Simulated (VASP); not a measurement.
# Zr2VSe3 (I4/mmm) in VASP: single point with PBE

Aim: the single point of Zr2VSe3 with PBE.

Everything below comes from runs of VASP 6.6.1. Logs are shortened: lines on timing, memory, paths and dates and some standing lists are left out, and cuts for length are marked.

### Step 1. The cell of the first run

Symmetry: I4/mmm, No. 139, tetragonal system. The conventional cell has a = 5.129 Å, b = 5.129 Å, c = 10.484 Å, α = 90.00°, β = 90.00°, γ = 90.00°. Within 3.3 Å of Zr (site symmetry 4mm) lie 1 V at 2.50 Å and 1 Se at 2.74 Å. Within 3.3 Å of V (site symmetry 4/mmm) lie 2 Zr at 2.50 Å and 4 Se at 2.56 Å. Within 3.4 Å of Se (site symmetry mmm) lie 2 V at 2.56 Å and 2 Se at 2.56 Å. Within 3.4 Å of Se (site symmetry 4/mmm) lie 4 Se at 2.56 Å and 2 Zr at 2.74 Å.

The cell was built from a structure type or drawn by symmetry, and may not be a known phase.

### Step 2. Single point, PBE, collinear spin, ferromagnetic start

INCAR

```
SYSTEM = Zr2VSe3
PREC     = Accurate       ! precision mode
ENCUT    = 520            ! plane-wave cutoff, eV
EDIFF    = 1E-7           ! SCF threshold, eV
ISMEAR   = 0              ! smearing method
SIGMA    = 0.1            ! smearing width, eV
LREAL    = .False.        ! projectors in reciprocal space
LASPH    = .True.         ! aspherical terms in the spheres
NELM     = 150            ! most SCF steps
ALGO     = Normal         ! electronic algorithm
ISIF     = 2              ! what is computed and relaxed
LWAVE    = .False.        ! write WAVECAR
LCHARG   = .True.         ! write CHGCAR
ISPIN    = 2              ! spin polarisation
MAGMOM   = 0 0 2 0 0 0    ! initial moments
LORBIT   = 11             ! projections on sites
LMAXMIX  = 4              ! l up to which the mixer works
GGA      = PE             ! functional
LELF     = .True.         ! ELF
LVHAR    = .True.       
NBANDS   = 40             ! bands
```

KPOINTS

```
regular mesh
0
Gamma
  4 4 4
  0 0 0
```

POSCAR

```
Zr2VSe3
1.0
   -2.5645177775      2.5645177775      5.2420447032
    2.5645177775     -2.5645177775      5.2420447032
    2.5645177775      2.5645177775     -5.2420447032
Zr V Se
2 1 3
Direct
    0.7617835287      0.7617835287      0.0000000000
    0.2382164713      0.2382164713      0.0000000000
    0.0000000000      0.0000000000      0.0000000000
    0.5000000000      0.0000000000      0.5000000000
    0.0000000000      0.5000000000      0.5000000000
    0.5000000000      0.5000000000      0.0000000000
```

Potentials or basis: VASP PAW PBE potentials, release 64 (Zr_sv, V_sv, Se).

Run with:

```console
$ cat potpaw_PBE.64/Zr_sv/POTCAR potpaw_PBE.64/V_sv/POTCAR potpaw_PBE.64/Se/POTCAR > POTCAR
$ mpirun -np 1 vasp_std > vasp.out
```

OUTCAR:

```text
SYSTEM = Zr2VSe3
   PREC = Accurate
   ENCUT = 520
   EDIFF = 1E-7
   ISMEAR = 0
   LREAL = .False.
   LASPH = .True.
   NELM = 150
   ISIF = 2
   ISPIN = 2
   LORBIT = 11
   GGA = PE

 ion  position               nearest neighbor table
   1  0.762  0.762  0.000-   3 2.50   6 2.74   2 3.64   2 3.64   2 3.64   2 3.64
   2  0.238  0.238  0.000-   3 2.50   6 2.74   1 3.64   1 3.64   1 3.64   1 3.64
   3  0.000  0.000  0.000-   1 2.50   2 2.50   4 2.56   5 2.56   5 2.56   4 2.56
   4  0.500  0.000  0.500-   3 2.56   6 2.56   6 2.56   3 2.56
   5  0.000  0.500  0.500-   3 2.56   6 2.56   3 2.56   6 2.56
   6  0.500  0.500  0.000-   4 2.56   5 2.56   4 2.56   5 2.56   1 2.74   2 2.74

  LATTYP: Found a body centered tetragonal cell.
 ALAT       =     5.1290355550
 C/A-ratio  =     2.0440664320

  Lattice vectors:

 A1 = (  -2.5645177775,   2.5645177775,   5.2420447032)
 A2 = (   2.5645177775,  -2.5645177775,   5.2420447032)
 A3 = (   2.5645177775,   2.5645177775,  -5.2420447032)

Analysis of symmetry for initial positions (statically):
=====================================================================
 Subroutine PRICEL returns:
 Original cell was already a primitive cell.

 Routine SETGRP: Setting up the symmetry group for a
 body centered tetragonal supercell.

 Subroutine GETGRP returns: Found 16 space group operations
 (whereof 16 operations were pure point group operations)
 out of a pool of 16 trial point group operations.

The static configuration has the point symmetry D_4h.

Analysis of symmetry for dynamics (positions and initial velocities):
=====================================================================
 Subroutine PRICEL returns:
 Original cell was already a primitive cell.

 Routine SETGRP: Setting up the symmetry group for a
 body centered tetragonal supercell.

 Subroutine GETGRP returns: Found 16 space group operations
 (whereof 16 operations were pure point group operations)
 out of a pool of 16 trial point group operations.

The dynamic configuration has the point symmetry D_4h.

Analysis of structural, dynamic, and magnetic symmetry:
=====================================================================
 Subroutine PRICEL returns:
 Original cell was already a primitive cell.

 Routine SETGRP: Setting up the symmetry group for a
 body centered tetragonal supercell.

 Subroutine GETGRP returns: Found 16 space group operations
 (whereof 16 operations were pure point group operations)
 out of a pool of 16 trial point group operations.

The overall configuration has the point symmetry D_4h.

 Subroutine INISYM returns: Found 16 space group operations
 (whereof 16 operations are pure point group operations),
 and found     1 'primitive' translations

----------------------------------------------------------------------------------------

                                     Primitive cell

  volume of cell :     137.9025

  direct lattice vectors                    reciprocal lattice vectors
    -2.564517777  2.564517777  5.242044703     0.000000000  0.194968428  0.095382628
     2.564517777 -2.564517777  5.242044703     0.194968428  0.000000000  0.095382628
     2.564517777  2.564517777 -5.242044703     0.194968428  0.194968428  0.000000000

  length of vectors
     6.374365500  6.374365500  6.374365500     0.217049611  0.217049611  0.275726995

  position of ions in fractional coordinates (direct lattice)
     0.761783529  0.761783529  0.000000000
     0.238216471  0.238216471  0.000000000
     0.000000000  0.000000000  0.000000000
     0.500000000  0.000000000  0.500000000
     0.000000000  0.500000000  0.500000000
     0.500000000  0.500000000  0.000000000

  ion indices of the primitive-cell ions
   primitive index   ion index
                 1           1
                 2           2
                 3           3
                 4           4
                 5           5
                 6           6

----------------------------------------------------------------------------------------

 KPOINTS: regular mesh

Automatic generation of k-mesh.
 Grid dimensions read from file:
 generate k-points for:    4    4    4

 Generating k-lattice:

  Cartesian coordinates                     Fractional coordinates (reciprocal lattice)
     0.000000000  0.048742107  0.023845657     0.250000000 -0.000000000  0.000000000
     0.048742107  0.000000000  0.023845657    -0.000000000  0.250000000  0.000000000
     0.048742107  0.048742107  0.000000000     0.000000000  0.000000000  0.250000000

  Length of vectors
     0.054262403  0.054262403  0.068931749

  Shift w.r.t. Gamma in fractional coordinates (k-lattice)
     0.000000000  0.000000000  0.000000000

 Subroutine IBZKPT returns following result:
 ===========================================

 Found     13 irreducible k-points:

 Following reciprocal coordinates:
            Coordinates               Weight
  0.000000  0.000000  0.000000      1.000000
  0.250000  0.000000  0.000000      8.000000
  0.500000  0.000000  0.000000      4.000000
  0.250000  0.250000  0.000000      8.000000
  0.500000  0.250000  0.000000     16.000000
 -0.250000  0.250000  0.000000      4.000000
  0.500000  0.500000  0.000000      2.000000
  0.250000  0.250000  0.250000      2.000000
 -0.250000  0.250000  0.250000      4.000000
  0.500000  0.500000  0.250000      4.000000
 -0.250000  0.500000  0.250000      8.000000
 -0.250000 -0.250000  0.250000      2.000000
  0.500000  0.500000  0.500000      1.000000
   k-points           NKPTS =     13   k-points in BZ     NKDIM =     13   number of bands    NBANDS=     40
   number of dos      NEDOS =    301   number of ions     NIONS =      6
   total plane-waves  NPLWV = 110592
   dimension x,y,z NGX =    48 NGY =   48 NGZ =   48
   dimension x,y,z NGXF=    96 NGYF=   96 NGZF=   96
   ions per type =               2   1   3
   NGX,Y,Z   is equivalent  to a cutoff of  12.52, 12.52, 12.52 a.u.
   NGXF,Y,Z  is equivalent  to a cutoff of  25.04, 25.04, 25.04 a.u.
 SYSTEM =  Zr2VSe3
   PREC   = accura    normal or accurate (medium, high low for compatibility)
   ISTART =      0    job   : 0-new  1-cont  2-samecut
   ICHARG =      2    charge: 1-file 2-atom 10-const
   ISPIN  =      2    spin polarized calculation?
   LNONCOLLINEAR =      F non collinear calculations
   LSORBIT =      F    spin-orbit coupling
   LASPH  =      T    aspherical Exc in radial PAW
   ENCUT  =  520.0 eV  38.22 Ry    6.18 a.u.  11.85 11.85 11.85*2*pi/ulx,y,z
   NELM   =    150;   NELMIN=  2; NELMDL= -5     # of ELM steps
   EDIFF  = 0.1E-06   stopping-criterion for ELM
   LREAL  =      F    real-space projection
   EDIFFG = 0.1E-05   stopping-criterion for IOM
   NSW    =      0    number of steps for IOM
   IBRION =     -1    ionic relax: 0-MD 1-quasi-New 2-CG
   NFREE  =      0    steps in history (QN), initial steepest desc. (CG)
   ISIF   =      2    stress and relaxation
   ISYM   =      2    0-nonsym 1-usesym 2-fastsym
   POTIM  = 0.5000    time-step for ionic-motion
   TEBEG  =    0.0;   TEEND  =   0.0 temperature during run
   PSTRESS=    0.0 pullay stress
   NELECT =      55.0000    total number of electrons
   NUPDOWN=      -1.0000    fix difference up-down
   EMIN   =  10.00;   EMAX   =-10.00  energy-range for DOS
   EFERMI =   0.00;   METHOD = LEGACY
   ISMEAR =     0;   SIGMA  =   0.10  broadening in eV -4-tet -1-fermi 0-gaus
   EFERMI_NEDOS =   21; number of points for ismear=-14 and -15
   IALGO  =     38    algorithm
   IMIX   =      4    mixing-type and parameters
     AMIX     =   0.40;   BMIX     =  1.00
     AMIX_MAG =   1.60;   BMIX_MAG =  1.00
  volume/ion in A,a.u.               =      22.98       155.10
  Fermi-wavevector in a.u.,A,eV,Ry     =   1.205050  2.277214 19.757634  1.452145
  Thomas-Fermi vector in A             =   2.340757
   LORBIT       =     11    0 simple, 1 ext, 2 COOP (PROOUT), +10 PAW based schemes
   GGA     = PE    functional components
   LHFCALC =     F    Hartree Fock is set to
   AEXX    =    0.0000 exact exchange contribution
   IVDW    =     0    specifies the selected vdW correction
   LEPSILON=     F    determine dielectric tensor
   LRPA    =     F    only Hartree local field effects (RPA)
 spin polarized calculation
 Gauss-broadening in eV      SIGMA  =   0.10
  energy-cutoff  :      520.00
  volume of cell :      137.90
 maximum number of plane-waves:      3768
   NGX = 23   NGY = 23   NGZ = 23

 number of electron      55.0000002 magnetization       0.6957892

 Free energy of the ion-electron system (eV)
  ---------------------------------------------------
  ext. energy  EPLUGINS =         0.00000000
  ---------------------------------------------------
  free energy    TOTEN  =       -33.77477588 eV

  energy without entropy =      -33.74802138  energy(sigma->0) =      -33.76139863

 E-fermi :   6.8365     XC(G=0): -10.2488

 val. band max:        6.8357265281   @ k =  -0.2500   0.2500   0.2500
 cond. band min:       6.8471109784   @ k =  -0.2500   0.5000   0.2500
 fundamental gap:      0.0113844503
 Fermi energy:         6.8365471856

 spin component 1

 k-point     1 :       0.0000    0.0000    0.0000
  band No.  band energies     occupation
      1     -57.3086      1.00000
      2     -42.7602      1.00000
      3     -42.7467      1.00000
      4     -31.4442      1.00000
      5     -31.4441      1.00000
      6     -30.8812      1.00000
[... 31 lines left out ...]
     38      10.0289      0.00000
     39      10.7362      0.00000
[... 502 lines left out ...]
     38      10.0487      0.00000
     39      10.0780      0.00000
 Fermi energy:         6.8365471856

 spin component 2

 k-point     1 :       0.0000    0.0000    0.0000
  band No.  band energies     occupation
      1     -56.4818      1.00000
      2     -42.8230      1.00000
      3     -42.8093      1.00000
      4     -30.4782      1.00000
      5     -30.4782      1.00000
      6     -30.3630      1.00000
[... 31 lines left out ...]
     38       9.9384      0.00000
     39      10.9387      0.00000
[... 502 lines left out ...]
     38       9.9531      0.00000
     39      10.0421      0.00000
 [bands above 39 left out]

------------------------ aborting loop because EDIFF is reached ----------------------------------------

  FORCE on cell =-STRESS in cart. coord.  units (eV):
  Direction    XX          YY          ZZ          XY          YZ          ZX
  --------------------------------------------------------------------------------------
  -------------------------------------------------------------------------------------
  Total        0.0608838      0.0608838      0.1677390      0.0000000     -0.0000000      0.0000000
  in kB        0.7073597      0.7073597      1.9488239      0.0000000     -0.0000000      0.0000000
  external PRESSURE =       1.1211811 kB  Pullay stress =       0.0000000 kB

 VOLUME and BASIS-vectors are now :
 -----------------------------------------------------------------------------
  energy-cutoff  :      520.00
  volume of cell :      137.90
      direct lattice vectors                 reciprocal lattice vectors
    -2.564517777  2.564517777  5.242044703     0.000000000  0.194968428  0.095382628
     2.564517777 -2.564517777  5.242044703     0.194968428  0.000000000  0.095382628
     2.564517777  2.564517777 -5.242044703     0.194968428  0.194968428  0.000000000

 POSITION                                       TOTAL-FORCE (eV/Angst)
 -----------------------------------------------------------------------------------
      0.00000      0.00000      7.98661         0.000000      0.000000     -0.015687
      0.00000      0.00000      2.49748         0.000000      0.000000      0.015687
      0.00000      0.00000      0.00000        -0.000000     -0.000000      0.000000
      0.00000      2.56452      0.00000        -0.000000     -0.000000      0.000000
      2.56452      0.00000      0.00000        -0.000000     -0.000000      0.000000
      0.00000      0.00000      5.24204        -0.000000     -0.000000      0.000000
 -----------------------------------------------------------------------------------
    total drift:                                0.000000      0.000000     -0.000000

  FREE ENERGIE OF THE ION-ELECTRON SYSTEM (eV)
  ---------------------------------------------------
  free  energy   TOTEN  =       -33.7747758832 eV

  energy  without entropy=      -33.7480213796  energy(sigma->0) =      -33.76139863

 total charge

# of ion       s       p       d       tot
------------------------------------------
    1        2.194   5.923   1.629   9.745
    2        2.194   5.923   1.629   9.745
    3        2.269   6.106   3.370  11.745
    4        1.494   2.219   0.074   3.787
    5        1.494   2.219   0.074   3.787
    6        1.509   2.272   0.103   3.885
--------------------------------------------------
tot         11.154  24.661   6.878  42.692

 magnetization (x)

# of ion       s       p       d       tot
------------------------------------------
    1       -0.005  -0.002  -0.096  -0.102
    2       -0.005  -0.002  -0.096  -0.102
    3        0.004   0.006   0.851   0.861
    4       -0.003  -0.012   0.004  -0.011
    5       -0.003  -0.012   0.004  -0.011
    6       -0.000   0.055   0.000   0.055
--------------------------------------------------
tot         -0.012   0.033   0.669   0.690
```

Run time: 3.7 min. Hardware: 1 thread of Intel Xeon Platinum 8375C at 2.90GHz (Ice Lake), shared host; peak memory 0.46 GiB.

What came out:

```
Free energy                                           : -33.7748 eV
Pressure                                              : 0.1 GPa
Largest force                                         : 0.016 eV/Å
Net moment                                            : 0.70 μB per cell
Site moments                                          : Zr -0.10; V +0.86; Se -0.01, +0.06 (each value once) μB
Valence electrons inside the program's atomic spheres : Zr 9.74; V 11.74; Se 3.79, 3.88 (each value once)
```

Forces on the atoms (eV/Å):
```
Zr   0.000  0.000 -0.016
Zr   0.000  0.000  0.016
V    0.000  0.000  0.000
Se   0.000  0.000  0.000
Se   0.000  0.000  0.000
Se   0.000  0.000  0.000
```

Stress tensor (GPa, compression positive):
```
0.07 0.00 0.00
0.00 0.07 0.00
0.00 0.00 0.19
```

With open d or f shells a metallic result of PBE can be an artefact of self-interaction; +U or a hybrid may open a gap.
